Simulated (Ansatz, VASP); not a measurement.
## MnSi in VASP and in Ansatz

```
CELL_PARAMETERS angstrom
0.00000 2.52722 2.52722
2.52722 0.00000 2.52722
2.52722 2.52722 0.00000
ATOMIC_POSITIONS crystal
Mn 0.00000 0.00000 0.00000
Si 0.25000 0.25000 0.25000
```

Alike in both runs: task single point; functional PBE0; k mesh 5 × 5 × 5; occupations fermi-dirac, width 0.05 eV; collinear spin.

```csv
,VASP,Ansatz
version,VASP 6.6.1,Ansatz 0.2.0
potentials or method,"VASP PAW PBE potentials, release 64 (Mn_pv, Si)",Ansatz PAW
plane-wave cutoff (eV),520,420
valence electrons in the cell,17,19
```

Ansatz gave:

- gap on the k mesh at the Fermi level (eV): none
- pressure (GPa): 24.5
- net moment per atom (μB): 1.16
- size of the moment on the site where the two differ most (μB): 2.74

Problem. What did VASP give for the same quantities?

Solution. gap on the k mesh at the Fermi level (eV): none; pressure (GPa): 24.4; net moment per atom (μB): 1.16; size of the moment on the site where the two differ most (μB): 2.91.

Site moments also hang on the region over which each program counts them. A gap of «none» marks a metal or a gap that the smearing closes. VASP's potentials hold 17 valence electrons a cell and Ansatz's 19, so a difference there can come from the potentials and not from the codes.

The k mesh is coarse, so the values compare programs but aren't converged. Noted on Ansatz's run: the magnetic or orbital state may not be the lowest.
